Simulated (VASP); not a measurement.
# AlN (I-4m2) in VASP: notebook

The runs below take AlN through single point, with LDA.

All numbers are computed with VASP 6.6.1; they aren't measurements. Logs are shortened: lines on timing, memory, paths and dates and some standing lists are left out, and cuts for length are marked.

**1. The cell of the first run**

Symmetry: I-4m2, No. 119, tetragonal system. The conventional cell has a = 3.176 Å, b = 3.176 Å, c = 4.132 Å, α = 90.00°, β = 90.00°, γ = 90.00°. Within 2.5 Å of Al (site symmetry -4m2) lie 4 N at 1.89 Å. Within 2.5 Å of N (site symmetry -4m2) lie 4 Al at 1.89 Å.

**2. Single point, LDA**

The input, INCAR:

```
PREC = Accurate
ENCUT = 520
EDIFF = 1E-7
ISMEAR = 0
SIGMA = 0.05
LREAL = F
LASPH = T
NELM = 100
ALGO = Normal
ISIF = 2
LWAVE = F
LCHARG = F
NBANDS = 11
```

The input, KPOINTS:

```
Automatic mesh
0
Gamma
  10 10 10
```

The input, POSCAR:

```
AlN
1.0
    0.0000000000      2.2455466285      2.0659028982
    2.2455466285      0.0000000000      2.0659028982
    2.2455466285      2.2455466285      0.0000000000
Al N
1 1
Direct
    0.0000000000      0.0000000000      0.0000000000
    0.7500000000      0.7500000000      0.7500000000
```

Potentials or basis: VASP PAW LDA potentials, release 64 (Al, N).

On the command line:

```bash
$ cat potpaw_LDA.64/Al/POTCAR potpaw_LDA.64/N/POTCAR > POTCAR
$ mpirun -np 1 vasp_std > vasp.out
```

OUTCAR:

```text
PREC = Accurate
   ENCUT = 520
   EDIFF = 1E-7
   ISMEAR = 0
   LREAL = F
   LASPH = T
   NELM = 100
   ISIF = 2

 ion  position               nearest neighbor table
   1  0.000  0.000  0.000-   2 1.89   2 1.89   2 1.89   2 1.89
   2  0.750  0.750  0.750-   1 1.89   1 1.89   1 1.89   1 1.89

  LATTYP: Found a body centered tetragonal cell.
 ALAT       =     3.1756824970
 C/A-ratio  =     1.3010764774

  Lattice vectors:

 A1 = (   0.0000000000,  -2.2455466285,  -2.0659028982)
 A2 = (   0.0000000000,   2.2455466285,  -2.0659028982)
 A3 = (   2.2455466285,   0.0000000000,   2.0659028982)

Analysis of symmetry for initial positions (statically):
=====================================================================
 Subroutine PRICEL returns:
 Original cell was already a primitive cell.

 Routine SETGRP: Setting up the symmetry group for a
 body centered tetragonal supercell.

 Subroutine GETGRP returns: Found  8 space group operations
 (whereof  8 operations were pure point group operations)
 out of a pool of 16 trial point group operations.

The static configuration has the point symmetry D_2d.

Analysis of symmetry for dynamics (positions and initial velocities):
=====================================================================
 Subroutine PRICEL returns:
 Original cell was already a primitive cell.

 Routine SETGRP: Setting up the symmetry group for a
 body centered tetragonal supercell.

 Subroutine GETGRP returns: Found  8 space group operations
 (whereof  8 operations were pure point group operations)
 out of a pool of 16 trial point group operations.

The dynamic configuration has the point symmetry D_2d.

 Subroutine INISYM returns: Found  8 space group operations
 (whereof  8 operations are pure point group operations),
 and found     1 'primitive' translations

----------------------------------------------------------------------------------------

                                     Primitive cell

  volume of cell :      20.8345

  direct lattice vectors                    reciprocal lattice vectors
     0.000000000  2.245546629  2.065902898    -0.222662934  0.222662934  0.242024928
     2.245546629  0.000000000  2.065902898     0.222662934 -0.222662934  0.242024928
     2.245546629  2.245546629  0.000000000     0.222662934  0.222662934 -0.242024928

  length of vectors
     3.051300452  3.051300452  3.175682497     0.397156933  0.397156933  0.397156933

  position of ions in fractional coordinates (direct lattice)
     0.000000000  0.000000000  0.000000000
     0.750000000  0.750000000  0.750000000

  ion indices of the primitive-cell ions
   primitive index   ion index
                 1           1
                 2           2

----------------------------------------------------------------------------------------

 KPOINTS: Automatic mesh

Automatic generation of k-mesh.
 Grid dimensions read from file:
 generate k-points for:   10   10   10

 Generating k-lattice:

  Cartesian coordinates                     Fractional coordinates (reciprocal lattice)
    -0.022266293  0.022266293  0.024202493     0.100000000 -0.000000000  0.000000000
     0.022266293 -0.022266293  0.024202493    -0.000000000  0.100000000  0.000000000
     0.022266293  0.022266293 -0.024202493     0.000000000  0.000000000  0.100000000

  Length of vectors
     0.039715693  0.039715693  0.039715693

  Shift w.r.t. Gamma in fractional coordinates (k-lattice)
     0.000000000  0.000000000  0.000000000

 Subroutine IBZKPT returns following result:
 ===========================================

 Found    102 irreducible k-points:

 Following reciprocal coordinates:
            Coordinates               Weight
  0.000000  0.000000  0.000000      1.000000
  0.100000 -0.000000  0.000000      8.000000
  0.200000 -0.000000  0.000000      8.000000
  0.300000 -0.000000  0.000000      8.000000
  0.400000  0.000000  0.000000      8.000000
  0.500000  0.000000  0.000000      4.000000
[... 16 lines left out ...]
  0.300000  0.300000  0.000000      2.000000
  0.400000  0.300000  0.000000      8.000000
 [... further k-points ...]
   k-points           NKPTS =    102   k-points in BZ     NKDIM =    102   number of bands    NBANDS=     11
   number of dos      NEDOS =    301   number of ions     NIONS =      2
   total plane-waves  NPLWV =  13824
   dimension x,y,z NGX =    24 NGY =   24 NGZ =   24
   dimension x,y,z NGXF=    48 NGYF=   48 NGZF=   48
   ions per type =               1   1
   NGX,Y,Z   is equivalent  to a cutoff of  13.08, 13.08, 12.56 a.u.
   NGXF,Y,Z  is equivalent  to a cutoff of  26.15, 26.15, 25.13 a.u.
 SYSTEM =  unknown system
   PREC   = accura    normal or accurate (medium, high low for compatibility)
   ISTART =      0    job   : 0-new  1-cont  2-samecut
   ICHARG =      2    charge: 1-file 2-atom 10-const
   ISPIN  =      1    spin polarized calculation?
   LNONCOLLINEAR =      F non collinear calculations
   LSORBIT =      F    spin-orbit coupling
[... 32 lines left out ...]
   LEPSILON=     F    determine dielectric tensor
   LRPA    =     F    only Hartree local field effects (RPA)
 non-spin polarized calculation
 Gauss-broadening in eV      SIGMA  =   0.05
  energy-cutoff  :      520.00
  volume of cell :       20.83
 maximum number of plane-waves:       588
   NGX = 11   NGY = 11   NGZ = 11

 number of electron       8.0000001 magnetization

 Free energy of the ion-electron system (eV)
  ---------------------------------------------------
  ext. energy  EPLUGINS =         0.00000000
  ---------------------------------------------------
  free energy    TOTEN  =       -16.33868070 eV

  energy without entropy =      -16.33868070  energy(sigma->0) =      -16.33868070

 E-fermi :   6.1487     XC(G=0): -11.2712

 val. band max:        5.9349647991   @ k =   0.0000   0.0000   0.0000
 cond. band min:       8.7575892050   @ k =   0.5000   0.5000   0.0000
 fundamental gap:      2.8226244059
 Fermi energy:         6.1487228421

 k-point     1 :       0.0000    0.0000    0.0000
  band No.  band energies     occupation
      1      -9.1013      2.00000
      2       5.6391      2.00000
      3       5.6391      2.00000
      4       5.9350      2.00000
      5       9.9382      0.00000
      6      18.0124      0.00000
      7      18.1183      0.00000
      8      18.1183      0.00000
      9      21.9313      0.00000
     10      23.6695      0.00000
     11      23.6699      0.00000

 k-point     2 :       0.1000   -0.0000    0.0000
  band No.  band energies     occupation
      1      -8.9509      2.00000
      2       4.9174      2.00000
      3       5.5606      2.00000
      4       5.8154      2.00000
      5      10.5879      0.00000
      6      17.5758      0.00000
      7      18.1402      0.00000
      8      18.3127      0.00000
      9      21.0504      0.00000
     10      22.1385      0.00000
     11      24.7608      0.00000

 k-point     3 :       0.2000   -0.0000    0.0000
  band No.  band energies     occupation
      1      -8.5219      2.00000
      2       3.3196      2.00000
      3       5.3657      2.00000
      4       5.7261      2.00000
      5      11.6797      0.00000
      6      16.6751      0.00000
      7      17.6478      0.00000
      8      18.6540      0.00000
      9      21.1636      0.00000
     10      21.3897      0.00000
     11      23.7910      0.00000

 k-point     4 :       0.3000   -0.0000    0.0000
  band No.  band energies     occupation
      1      -7.8947      2.00000
      2       1.6571      2.00000
      3       5.1434      2.00000
      4       5.6372      2.00000
      5      12.4396      0.00000
      6      15.9360      0.00000
      7      16.7884      0.00000
      8      18.4929      0.00000
      9      21.8339      0.00000
     10      22.6130      0.00000
     11      23.5547      0.00000
[... 239 lines left out ...]
 k-point    22 :      -0.2000    0.2000    0.0000
  band No.  band energies     occupation
      1      -7.7480      2.00000
      2       2.1458      2.00000
      3       4.3002      2.00000
      4       5.1757      2.00000
      5      13.1695      0.00000
      6      14.8659      0.00000
      7      17.4462      0.00000
      8      17.6465      0.00000
      9      20.5285      0.00000
     10      23.3211      0.00000
     11      27.9679      0.00000

 k-point    23 :       0.3000    0.3000    0.0000
  band No.  band energies     occupation
      1      -7.3484      2.00000
      2       2.4161      2.00000
      3       4.1309      2.00000
      4       4.1309      2.00000
      5      11.2405      0.00000
      6      14.5165      0.00000
      7      18.5638      0.00000
      8      19.5387      0.00000
      9      19.5387      0.00000
     10      24.9541      0.00000
     11      28.8283      0.00000

 k-point    24 :       0.4000    0.3000    0.0000
  band No.  band energies     occupation
      1      -6.8444      2.00000
      2       1.7617      2.00000
      3       3.8015      2.00000
      4       3.9214      2.00000
      5      10.6244      0.00000
      6      14.2784      0.00000
      7      18.5721      0.00000
      8      19.5685      0.00000
      9      20.3643      0.00000
     10      26.1746      0.00000
     11      29.0058      0.00000

 [... further k-points ...]
[... 5 lines left out ...]
  --------------------------------------------------------------------------------------
  -------------------------------------------------------------------------------------
  Total       -0.8456862     -0.8456862      0.2780478      0.0000000      0.0000000      0.0000000
  in kB      -65.0332973    -65.0332973     21.3818823      0.0000000      0.0000000      0.0000000
  external PRESSURE =     -36.2282374 kB  Pullay stress =       0.0000000 kB

 VOLUME and BASIS-vectors are now :
 -----------------------------------------------------------------------------
  energy-cutoff  :      520.00
  volume of cell :       20.83
      direct lattice vectors                 reciprocal lattice vectors
     0.000000000  2.245546629  2.065902898    -0.222662934  0.222662934  0.242024928
     2.245546629  0.000000000  2.065902898     0.222662934 -0.222662934  0.242024928
     2.245546629  2.245546629  0.000000000     0.222662934  0.222662934 -0.242024928

 POSITION                                       TOTAL-FORCE (eV/Angst)
 -----------------------------------------------------------------------------------
      0.00000      0.00000      0.00000         0.000000      0.000000     -0.000000
      3.36832      3.36832      3.09885        -0.000000     -0.000000      0.000000
 -----------------------------------------------------------------------------------
    total drift:                                0.000001      0.000001     -0.000001

  FREE ENERGIE OF THE ION-ELECTRON SYSTEM (eV)
  ---------------------------------------------------
  free  energy   TOTEN  =       -16.3386806955 eV

  energy  without entropy=      -16.3386806955  energy(sigma->0) =      -16.33868070
```

It took 20 s on 1 thread of Intel Xeon 8259CL, shared host; peak memory 0.14 GiB.

What came out:

* Free energy: -16.3387 eV
* Pressure: -3.6 GPa
* Band gap on the k mesh: 2.82 eV, indirect (least direct gap 4.00 eV)

Stress tensor (GPa, compression positive):
```
-6.50  0.00  0.00
 0.00 -6.50  0.00
 0.00  0.00  2.14
```

 A k mesh can miss the band edges.

**3. Single point, LDA**

This run uses another cell than the first one, of the same volume but with other edges.

The input, INCAR:

```
PREC = Accurate ; ENCUT = 520
EDIFF = 1E-6 ; ISMEAR = 0
SIGMA = 0.05 ; LREAL = False
LASPH = True ; NELM = 60
ALGO = Normal ; ISIF = 2
LWAVE = False ; LCHARG = True
LELF = True ; LVHAR = True
NBANDS = 11
```

KPOINTS is that of step 2.

The input, POSCAR:

```
AlN
1.0
    0.0000000000      2.1156985656      2.3272684222
    2.1156985656      0.0000000000      2.3272684222
    2.1156985656      2.1156985656      0.0000000000
Al N
1 1
Direct
    0.0000000000      0.0000000000      0.0000000000
    0.7500000000      0.7500000000      0.7500000000
```

Potentials or basis: VASP PAW LDA potentials, release 64 (Al, N).

On the command line:

```bash
$ cat potpaw_LDA.64/Al/POTCAR potpaw_LDA.64/N/POTCAR > POTCAR
$ mpirun -np 1 vasp_std > vasp.out
```

Wall time 22 s (1 thread of Intel Xeon 8259CL, shared host); peak memory 0.14 GiB.

The run converged. Its results:

| Property | Result |
| --- | --- |
| Free energy | -16.3079 eV |
| Pressure | -3.7 GPa |
| Band gap on the k mesh | 2.90 eV, indirect (least direct gap 4.00 eV) |

Stress tensor (GPa, compression positive):
```
  2.06   0.00   0.00
  0.00   2.06   0.00
  0.00   0.00 -15.16
```

Levels at points of the mesh, in eV from the valence-band top:
| k point | band 1 | band 2 | band 3 | band 4 | band 5 | band 6 | band 7 | band 8 |
| --- | --- | --- | --- | --- | --- | --- | --- | --- |
| (0.00, 0.00, 0.00) | -15.05 | -0.53 | -0.04 | -0.04 | 3.96 | 12.11 | 12.11 | 12.16 |
| (0.50, 0.00, 0.00) | -12.91 | -6.13 | -1.14 | -0.27 | 6.62 | 9.54 | 10.45 | 11.64 |
| (0.50, 0.50, 0.00) | -12.55 | -5.79 | -1.47 | -1.47 | 3.39 | 9.15 | 12.38 | 15.74 |
| (0.50, 0.00, 0.50) | -12.11 | -4.87 | -2.27 | -2.23 | 2.90 | 7.69 | 13.59 | 13.96 |

 A k mesh can miss the band edges.

**4. Single point, LDA**

This run uses another cell than the first one, of the same volume but with other edges.

The input, INCAR:

```
SYSTEM = AlN
ALGO     = Normal         ! electronic algorithm
EDIFF    = 1E-6           ! SCF threshold, eV
ENCUT    = 520            ! plane-wave cutoff, eV
ISIF     = 2              ! what is computed and relaxed
ISMEAR   = 0              ! smearing method
LASPH    = .True.         ! aspherical terms in the spheres
LCHARG   = .False.        ! write CHGCAR
LREAL    = .False.        ! projectors in reciprocal space
LWAVE    = .False.        ! write WAVECAR
NBANDS   = 11             ! bands
NELM     = 100            ! most SCF steps
PREC     = Accurate       ! precision mode
SIGMA    = 0.05           ! smearing width, eV
```

The input, KPOINTS:

```
k-points
0
Gamma
  10 10 10
  0 0 0
```

The input, POSCAR:

```
AlN
1.0
    0.0000000000      2.5212363955      1.6388036571
    2.5212363955      0.0000000000      1.6388036571
    2.5212363955      2.5212363955      0.0000000000
Al N
1 1
Direct
    0.0000000000      0.0000000000      0.0000000000
    0.7500000000      0.7500000000      0.7500000000
```

On the command line:

```bash
$ cat potpaw_LDA.64/Al/POTCAR potpaw_LDA.64/N/POTCAR > POTCAR
$ mpirun -np 1 vasp_std > vasp.out
```

Run time: 22 s. Hardware: 1 thread of Intel Xeon 8259CL, shared host; peak memory 0.14 GiB.

Results (log left out):

```yaml
Free_energy: -15.7522 eV
Pressure: -17.9 GPa
Band_gap_on_the_k_mesh: 2.40 eV, indirect (least direct gap 2.58 eV)
```

Stress tensor (GPa, compression positive):
```
-29.56   0.00   0.00
  0.00 -29.56   0.00
  0.00   0.00   5.50
```

Levels at points of the mesh, in eV from the valence-band top:
```csv
k point,band 1,band 2,band 3,band 4,band 5,band 6,band 7,band 8
"(0.00, 0.00, 0.00)",-15.95,-1.21,-1.21,0.00,2.58,10.32,12.09,12.09
"(0.50, 0.00, 0.00)",-13.49,-6.82,-2.73,-1.04,3.57,6.71,9.71,13.08
"(0.50, 0.50, 0.00)",-12.31,-4.89,-4.89,-2.91,2.40,3.24,12.39,12.39
"(0.50, 0.00, 0.50)",-13.62,-7.47,-1.37,-1.15,4.04,8.63,10.67,11.00
```

 A k mesh can miss the band edges.

**5. Single point, LDA**

This run uses another cell than the first one, of the same volume but with other edges.

The input, INCAR:

```
  PREC = Accurate
  ENCUT = 520
  EDIFF = 1E-6
  ISMEAR = 0
  SIGMA = 0.05
  LREAL = False
  LASPH = True
  NELM = 80
  ALGO = Normal
  ISIF = 2
  LWAVE = False
  LCHARG = False
  NBANDS = 11
```

The input, KPOINTS:

```
Automatic mesh
0
Gamma
  10 10 10
```

The input, POSCAR:

```
AlN
1.0
    0.0000000000      1.9078941088      2.8618411632
    1.9078941088      0.0000000000      2.8618411632
    1.9078941088      1.9078941088      0.0000000000
Al N
1 1
Direct
    0.0000000000      0.0000000000      0.0000000000
    0.7500000000      0.7500000000      0.7500000000
```

On the command line:

```bash
$ cat potpaw_LDA.64/Al/POTCAR potpaw_LDA.64/N/POTCAR > POTCAR
$ mpirun -np 1 vasp_std > vasp.out
```

It took 31 s on 1 thread of Intel Xeon 8259CL, shared host; peak memory 0.14 GiB.

It converged, with:

```
Free energy            : -14.4491 eV
Pressure               : -7.5 GPa
Band gap on the k mesh : zero (band 4 reaches 8.02 eV, above the bottom of band 5 at 7.95 eV)
```

Stress tensor (GPa, compression positive):
```
 37.19   0.00   0.00
  0.00  37.19   0.00
  0.00   0.00 -96.74
```

Levels at points of the mesh, in eV from the Fermi level:
| k point | band 2 | band 3 | band 4 | band 5 | band 6 | band 7 |
| --- | --- | --- | --- | --- | --- | --- |
| (0.00, 0.00, 0.00) | -3.91 | -0.49 | -0.49 | -0.12 | 8.43 | 9.79 |
| (0.50, 0.00, 0.00) | -7.81 | -4.32 | -0.07 | 0.91 | 7.09 | 11.37 |
| (0.50, 0.50, 0.00) | -9.64 | -1.08 | -1.08 | 3.72 | 6.49 | 10.68 |
| (0.50, 0.00, 0.50) | -5.51 | -4.54 | -4.05 | 1.11 | 4.18 | 6.90 |

**6. Single point, LDA**

The input, INCAR:

```
SYSTEM = AlN
  ALGO = Normal
  EDIFF = 1E-6
  ENCUT = 520
  GGA = CA
  ISIF = 2
  ISMEAR = 0
  LASPH = .TRUE.
  LCHARG = .TRUE.
  LELF = .TRUE.
  LREAL = .FALSE.
  LVHAR = .TRUE.
  LWAVE = .FALSE.
  NBANDS = 11
  NELM = 60
  PREC = Accurate
  SIGMA = 0.05
```

The input, KPOINTS:

```
k-points
0
G
  10 10 10
  0 0 0
```

The input, POSCAR:

```
AlN
1.0
    0.0000000000      2.2139149978      2.1253583978
    2.2139149978      0.0000000000      2.1253583978
    2.2139149978      2.2139149978      0.0000000000
Al N
1 1
Direct
    0.0000000000      0.0000000000      0.0000000000
    0.7500000000      0.7500000000      0.7500000000
```

Potentials or basis: VASP PAW LDA potentials, release 64 (Al, N).

On the command line:

```bash
$ cat potpaw_LDA.64/Al/POTCAR potpaw_LDA.64/N/POTCAR > POTCAR
$ mpirun -np 1 vasp_std > vasp.out
```

Wall time 23 s (1 thread of Intel Xeon 8259CL, shared host); peak memory 0.14 GiB.

The run converged. Its results:

```
Free energy            : -16.3639 eV
Pressure               : -3.2 GPa
Band gap on the k mesh : 3.00 eV, indirect (least direct gap 4.12 eV)
```

Stress tensor (GPa, compression positive):
```
-4.78  0.00  0.00
 0.00 -4.78  0.00
 0.00  0.00  0.06
```

Levels at points of the mesh, in eV from the valence-band top:
```tsv
k point	band 2	band 3	band 4	band 5	band 6	band 7
(0.00, 0.00, 0.00)	-0.16	-0.16	0.00	4.12	12.20	12.25
(0.50, 0.00, 0.00)	-6.02	-0.76	-0.43	7.10	9.67	10.49
(0.50, 0.50, 0.00)	-4.80	-2.12	-2.12	3.00	7.88	14.11
(0.50, 0.00, 0.50)	-5.19	-1.79	-1.78	3.19	8.51	13.39
```

 A k mesh can miss the band edges.

**7. The runs side by side**

| cell | gap on the mesh (eV) | pressure (GPa) |
| --- | --- | --- |
| a = 3.051, b = 3.051, c = 3.176 Å, angles 58.6, 58.6, 62.7°, 2 atoms | 2.82 | -3.6 |
| a = 3.145, b = 3.145, c = 2.992 Å, angles 61.6, 61.6, 56.8°, 2 atoms | 2.90 | -3.7 |
| a = 3.007, b = 3.007, c = 3.566 Å, angles 53.6, 53.6, 72.7°, 2 atoms | 2.40 | -17.9 |
| a = 3.440, b = 3.440, c = 2.698 Å, angles 66.9, 66.9, 46.2°, 2 atoms | none | -7.5 |
| a = 3.069, b = 3.069, c = 3.131 Å, angles 59.3, 59.3, 61.3°, 2 atoms | 3.00 | -3.2 |

Alike in all rows: task single point; level LDA; potentials or basis VASP PAW LDA potentials, release 64 (Al, N); no spin polarisation; k mesh 10 × 10 × 10; cutoff (eV) 520; smearing gaussian 0.05 eV.

Absolute energies hang on the potentials; compare differences alone.
